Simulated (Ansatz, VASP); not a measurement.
## SiGe2N2: VASP beside Ansatz

File INCAR:

```
ALGO = Normal
EDIFF = 1E-6
EDIFFG = -0.04
ENCUT = 600
GGA = PE
IBRION = 2
ISIF = 3
ISMEAR = 0
LASPH = T
LCHARG = F
LREAL = F
LWAVE = F
NELM = 100
NSW = 90
PREC = Accurate
SIGMA = 0.1
```

Contents of KPOINTS:

```
k-points
0
Gamma
  4 4 6
```

POSCAR

```
SiGe2N2
1.0
    6.5828830496      0.0000000000      0.0000000000
    0.0000000000      6.5828830496      0.0000000000
    0.0000000000      0.0000000000      3.3210104698
Si Ge N
2 4 4
Direct
    0.0000000000      0.0000000000      0.0000000000
    0.5000000000      0.5000000000      0.0000000000
    0.3412082279      0.8412082279      0.5000000000
    0.1587917721      0.3412082279      0.5000000000
    0.6587917721      0.1587917721      0.5000000000
    0.8412082279      0.6587917721      0.5000000000
    0.1358739887      0.6358739887      0.5000000000
    0.3641260113      0.1358739887      0.5000000000
    0.8641260113      0.3641260113      0.5000000000
    0.6358739887      0.8641260113      0.5000000000
```

Input for Ansatz:

```yaml
crystal:
  lattice:
    - [6.5828830496, 0.0, 0.0]
    - [0.0, 6.5828830496, 0.0]
    - [0.0, 0.0, 3.3210104698]
  atoms:
    - { symbol: Si, position: [0.0, 0.0, 0.0] }
    - { symbol: Si, position: [0.5, 0.5, 0.0] }
    - { symbol: Ge, position: [0.3412082279, 0.8412082279, 0.5] }
    - { symbol: Ge, position: [0.1587917721, 0.3412082279, 0.5] }
    - { symbol: Ge, position: [0.6587917721, 0.1587917721, 0.5] }
    - { symbol: Ge, position: [0.8412082279, 0.6587917721, 0.5] }
    - { symbol: "N", position: [0.1358739887, 0.6358739887, 0.5] }
    - { symbol: "N", position: [0.3641260113, 0.1358739887, 0.5] }
    - { symbol: "N", position: [0.8641260113, 0.3641260113, 0.5] }
    - { symbol: "N", position: [0.6358739887, 0.8641260113, 0.5] }
basis:
  ecutwfc: 420
kpoints:
  mp_grid: { grid: [4, 4, 6] }
hamiltonian:
  xc: pbe
scf:
  occupations: { method: gaussian, width: 0.1 }
  lower_state_search: "off"
output:
  forces: true
  stress: true
  eigenvalues: true
relax:
  adjacent_minimum: "off"
  f_tol: 0.04
  max_steps: 70
  cell: { stress_tol: 0.4 }
```

Alike in both runs: task relaxation of cell and atoms; functional PBE; k mesh 4 × 4 × 6; occupations gaussian, width 0.1 eV; no spin polarisation.

```csv
,VASP,Ansatz
version,VASP 6.6.1,Ansatz 0.2.0
potentials or method,"VASP PAW PBE potentials, release 64 (Si, Ge_d, N), cutoff 600 eV","scalar-relativistic, plane waves, PAW"
valence electrons in the cell,84,84
```

```csv
,VASP,Ansatz,Ansatz less VASP
"gap on the k mesh at the Fermi level, each at its own relaxed structure (eV)",none,none,-
relaxed volume (Å³/atom),14.44,14.40,-0.042
relaxed cell length with the largest relative difference (Å),3.309,3.296,-0.0127
```

A gap of «none» marks a metal or a gap that the smearing closes.
